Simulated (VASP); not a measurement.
# Al3GaN4: single point with PBEsol

Al3GaN4:

```
Al Ga N
1.0
     3.99349    0.00000    0.00000
     0.00000    3.99349    0.00000
     0.00000    0.00000    4.50865
Al Ga N
3 1 4
Direct
  0.50000 0.50000 0.00000
  0.50000 0.00000 0.50000
  0.00000 0.50000 0.50000
  0.00000 0.00000 0.00000
  0.74471 0.74471 0.25529
  0.74471 0.25529 0.74471
  0.25529 0.74471 0.74471
  0.25529 0.25529 0.25529
```

* Program: VASP 6.6.1
* Task: single point
* Functional: PBEsol
* Potentials or basis: VASP PAW PBE potentials, release 64 (Al, Ga_d, N)
* Cutoff: 520 eV
* k mesh: 6 × 6 × 6
* Occupations: gaussian, width 0.05 eV
* Spin: no spin polarisation
* Dipole correction: no
* Further INCAR settings: ALGO = Normal; EDIFF = 1e-07; NBANDS = 31

```yaml
Pressure: 47.1 GPa
Largest_force: 0.175 eV/Å
Band_gap_on_the_k_mesh: 2.91 eV (least direct gap 3.01 eV)
```

Forces in eV/Å, atoms in the order of the input:
```
Al   0.000  0.000  0.000
Al   0.000  0.000  0.000
Al   0.000  0.000  0.000
Ga   0.000  0.000  0.000
N   -0.092 -0.092 -0.117
N   -0.092  0.092  0.117
N    0.092 -0.092  0.117
N    0.092  0.092 -0.117
```

Stress tensor (GPa, compression positive):
```
53.89  0.00  0.00
 0.00 53.89  0.00
 0.00  0.00 33.64
```

Levels at points of the mesh, in eV from the valence-band top:
| k point | band 19 | band 20 | band 21 | band 22 | band 23 | band 24 |
| --- | --- | --- | --- | --- | --- | --- |
| (0.00, 0.00, 0.00) | -0.78 | -0.10 | -0.10 | 2.91 | 2.91 | 3.74 |
| (0.50, 0.00, 0.00) | -1.86 | -1.69 | -1.47 | 6.12 | 6.29 | 6.60 |
| (0.50, 0.50, 0.00) | -0.31 | -0.24 | -0.24 | 8.15 | 8.15 | 8.37 |
| (0.00, 0.00, 0.50) | -1.21 | -0.84 | -0.84 | 5.35 | 5.35 | 5.84 |
| (0.50, 0.00, 0.50) | -1.46 | -1.25 | -1.15 | 7.62 | 7.70 | 7.78 |
| (0.50, 0.50, 0.50) | -0.35 | -0.17 | -0.17 | 6.08 | 7.17 | 7.20 |

Wall time 2.8 min on 1 thread of AMD EPYC 7R13, on a shared host, peak memory 0.19 GiB.

Caveat: the stress differs along the axes, from 34 to 54 GPa; the PAW data sets were made with another functional, which shifts forces and pressure a little. A k mesh can miss the band edges.
